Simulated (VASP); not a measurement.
Input of a VASP 6.6.1 run:

Contents of INCAR:

```
SYSTEM = PdI
ALGO = Normal
EDIFF = 1E-6
ENCUT = 520
GGA = PS
ISIF = 2
ISMEAR = -1
LASPH = .True.
LCHARG = .False.
LREAL = .False.
LWAVE = .False.
NBANDS = 16
NELM = 60
PREC = Accurate
SIGMA = 0.1
```

Contents of KPOINTS:

```
k-points
0
Gamma
  12 12 12
  0 0 0
```

POSCAR

```
PdI
1.0
    0.0000000000      2.8198308993      2.8198308993
    2.8198308993      0.0000000000      2.8198308993
    2.8198308993      2.8198308993      0.0000000000
Pd I
1 1
Direct
    0.0000000000      0.0000000000      0.0000000000
    0.2500000000      0.2500000000      0.2500000000
```

Potentials or basis: VASP PAW PBE potentials, release 64 (Pd, I).

Launch:

```bash
$ cat potpaw_PBE.64/Pd/POTCAR potpaw_PBE.64/I/POTCAR > POTCAR
$ mpirun -np 1 vasp_std > vasp.out
```

Task: Estimate the pressure.

Result: 24.5 GPa.

Task: Predict the band gap on the k mesh.

Result: Zero (an odd number of electrons rules out a gap without spin polarisation).

Caveat: the cell stands under pressure; the PAW data sets were made with another functional, which shifts forces and pressure a little; spin-orbit coupling is left out, which moves the levels of the heavy elements; an odd number of electrons without spin polarisation forces a metal; a magnetic or distorted state may lie lower.
